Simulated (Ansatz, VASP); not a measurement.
## CO2 in VASP and in Ansatz

File INCAR:

```
ALGO = Normal
EDIFF = 1E-6
ENCUT = 520
ISIF = 2
ISMEAR = 0
LASPH = T
LCHARG = T
LELF = T
LREAL = F
LVHAR = T
LWAVE = F
NBANDS = 25
NELM = 100
PREC = Accurate
SIGMA = 0.01
```

KPOINTS

```
k-points
0
Gamma
  5 5 4
```

The input POSCAR:

```
CO2
1.0
    3.5161000000      0.0000000000      0.0000000000
    0.0000000000      3.5161000000      0.0000000000
    0.0000000000      0.0000000000      4.1043000000
C O
2 4
Direct
    0.0000000000      0.0000000000      0.0000000000
    0.5000000000      0.5000000000      0.5000000000
    0.2300000000      0.2300000000      0.0000000000
    0.2700000000      0.7300000000      0.5000000000
    0.7700000000      0.7700000000      0.0000000000
    0.7300000000      0.2700000000      0.5000000000
```

Input for Ansatz:

```yaml
crystal:
  lattice:
    - [3.5161, 0.0, 0.0]
    - [0.0, 3.5161, 0.0]
    - [0.0, 0.0, 4.1043]
  atoms:
    - { symbol: C, position: [0.0, 0.0, 0.0] }
    - { symbol: C, position: [0.5, 0.5, 0.5] }
    - { symbol: O, position: [0.23, 0.23, 0.0] }
    - { symbol: O, position: [0.27, 0.73, 0.5] }
    - { symbol: O, position: [0.77, 0.77, 0.0] }
    - { symbol: O, position: [0.73, 0.27, 0.5] }
kpoints:
  mp_grid: { grid: [5, 5, 4] }
hamiltonian:
  xc: lda
scf:
  occupations: { method: fixed }
  eigensolver: { kind: davidson }
  n_extra_bands: 16
output:
  forces: true
  stress: true
  eigenvalues: true
basis:
  xc_grid: 3
```

Alike in both runs: task single point; functional LDA; k mesh 5 × 5 × 4; no spin polarisation.

|  | VASP | Ansatz |
| --- | --- | --- |
| version | VASP 6.6.1 | Ansatz 0.2.0 |
| potentials or method | VASP PAW LDA potentials, release 64 (C, O) | plane waves, PAW |
| plane-wave cutoff (eV) | 520 | 420 |
| occupations | gaussian, width 0.01 eV | fixed |
| valence electrons in the cell | 32 | 32 |

```tsv
	VASP	Ansatz	Ansatz less VASP
gap on the k mesh at the Fermi level (eV)	5.88	5.89	+0.011
pressure (GPa)	27.5	23.8	-3.71
traceless stress, the component that is largest in VASP (GPa)	-11.55	-7.10	+4.445
rms of the force components (eV/Å)	0.987	0.565	-0.4227
```

LDA's correlation is that of Perdew and Zunger in VASP and of Perdew and Wang (1992) in Ansatz. Atom by atom the forces differ by 0.423 eV/Å (rms over components).

Noted on VASP's run: the standard files for N, O and F lose accuracy on very short bonds.
